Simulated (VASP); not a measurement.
Sb:

```xyz
1
Lattice="0.0000 2.3228 2.3228 2.3228 0.0000 2.3228 2.3228 2.3228 0.0000" Properties=species:S:1:pos:R:3 pbc="T T T"
Sb    0.0000    0.0000    0.0000
```

This cell differs from its parent crystal: volume scaled by 0.94.

Base run:

| Property | Result |
| --- | --- |
| Program | VASP 6.6.1 |
| Functional | LDA |
| Potentials or basis | VASP PAW LDA potentials, release 64 (Sb) |
| Cutoff | 520 eV |
| k mesh | 10 × 10 × 10 |
| Occupations | fermi-dirac, width 0.05 eV |
| Spin | no spin polarisation |

Its results: pressure 1.8 GPa.

Q: The run is repeated on the same cell with these changes: functional from LDA to r2SCAN; potentials or basis from VASP PAW LDA potentials, release 64 (Sb) to VASP PAW PBE potentials, release 64 (Sb). What comes out?

A: Pressure 5.5 GPa.

Caveats: the PAW data sets were made with another functional, which shifts forces and pressure a little (some runs).
